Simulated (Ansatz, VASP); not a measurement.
# Os in VASP and in Ansatz

```
Os
1.0
     2.69765    0.00000    0.00000
     0.00000    2.69765    0.00000
     0.00000    0.00000    2.69765
Os
1
Direct
  0.00000 0.00000 0.00000
```

Alike in both runs: task single point; functional BLYP; k mesh 14 × 14 × 14; occupations fermi-dirac, width 0.1 eV; no spin polarisation.

```csv
,VASP,Ansatz
version,VASP 6.6.1,Ansatz 0.2.0
potentials or method,"VASP PAW PBE potentials, release 64 (Os), cutoff 520 eV","plane waves (420 eV) with PAW, scalar-relativistic"
valence electrons in the cell,8,16
```

```csv
,VASP,Ansatz,Ansatz less VASP
pressure (GPa),-19.0,-19.9,-0.91
```

VASP's potentials were made for PBE, not for BLYP. VASP's potentials hold 8 valence electrons a cell and Ansatz's 16, so a difference there can come from the potentials and not from the codes.

Neither program's run includes spin-orbit coupling.
